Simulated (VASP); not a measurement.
Here is a VASP 6.6.1 calculation.

File INCAR:

```
SYSTEM = Sc
PREC = Accurate ; ENCUT = 520
EDIFF = 1E-6 ; ISMEAR = -1
SIGMA = 0.05 ; LREAL = .FALSE.
LASPH = .TRUE. ; NELM = 80
ALGO = Normal ; ISIF = 2
LWAVE = .FALSE. ; LCHARG = .FALSE.
GGA = PS ; NBANDS = 12
```

File KPOINTS:

```
regular mesh
0
G
  10 10 10
  0 0 0
```

File POSCAR:

```
Sc
1.0
    3.2183207971      0.0547349273      0.0146018055
    1.5584005109      2.8164335540      0.0198626513
    1.5849394121      0.9477712633      2.6405250489
Sc
1
Direct
    0.0000000000      0.0000000000      0.0000000000
```

Potentials or basis: VASP PAW PBE potentials, release 64 (Sc_sv).

Launch:

```bash
$ cat potpaw_PBE.64/Sc_sv/POTCAR > POTCAR
$ mpirun -np 1 vasp_std > vasp.out
```

(1) Estimate the pressure.

(2) What does it give for the band gap on the k mesh?

Results:

(1) 0.0 GPa.

(2) zero (an odd number of electrons rules out a gap without spin polarisation).

Caveat: the PAW data sets were made with another functional, which shifts forces and pressure a little.
